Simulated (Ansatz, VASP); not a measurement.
## BN: VASP beside Ansatz

```
B N
1.0
     2.49598    0.00000    0.00000
    -1.24799    2.16158    0.00000
     0.00000    0.00000    8.20439
B N
4 4
Direct
  0.00000 0.00000 0.00039
  0.33333 0.66667 0.24969
  0.00000 0.00000 0.50039
  0.66667 0.33333 0.74969
  0.00000 0.00000 0.18699
  0.33333 0.66667 0.43793
  0.00000 0.00000 0.68699
  0.66667 0.33333 0.93793
```

Alike in both runs: task single point; functional r2SCAN; k mesh 9 × 9 × 4; no spin polarisation.

|  | VASP | Ansatz |
| --- | --- | --- |
| version | VASP 6.6.1 | Ansatz 0.2.0 |
| potentials or method | VASP PAW PBE potentials, release 64 (B, N) | plane waves, PAW |
| plane-wave cutoff (eV) | 520 | 500 |
| occupations | gaussian, width 0.01 eV | fixed |
| valence electrons in the cell | 32 | 32 |

VASP gave:

| Item | Value |
| --- | --- |
| gap on the k mesh at the Fermi level (eV) | 6.33 |
| rms of the force components (eV/Å) | 0.016 |

Problem. Which values does Ansatz return?

Solution. gap on the k mesh at the Fermi level (eV): 6.36; rms of the force components (eV/Å): 0.015.

VASP's potentials were made for PBE, not for r2SCAN. Atom by atom the forces differ by 0.001 eV/Å (rms over components).
